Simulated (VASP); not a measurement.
Here is a VASP 6.6.1 calculation.

INCAR

```
SYSTEM = Ca
ALGO = Normal
EDIFF = 1E-6
ENCUT = 400
GGA = PE
GGA_COMPAT = .False.
ISIF = 2
ISMEAR = 0
LASPH = .True.
LCHARG = .False.
LREAL = .False.
LWAVE = .False.
NBANDS = 11
NELM = 120
PREC = Accurate
SIGMA = 0.1
```

File KPOINTS:

```
k-points
0
Gamma
  9 9 8
  0 0 0
```

POSCAR

```
Ca
1.0
    4.1509000000      0.0000000000      0.0000000000
   -2.0754500000      3.5947848486      0.0000000000
    0.0000000000      0.0000000000      4.7995000000
Ca
1
Direct
    0.3333333333      0.6666666667      0.0000000000
```

Potentials or basis: VASP PAW PBE potentials, release 64 (Ca_sv).

Run with:

```bash
$ cat potpaw_PBE.64/Ca_sv/POTCAR > POTCAR
$ mpirun -np 1 vasp_std > vasp.out
```

Predict the pressure.

-2.2 GPa.

Predict the band gap on the k mesh.

zero (bands 5 and 6 overlap by 1.44 eV).

Stress tensor (GPa, compression positive):
```
-2.17  0.00  0.00
 0.00 -2.17  0.00
 0.00  0.00 -2.29
```
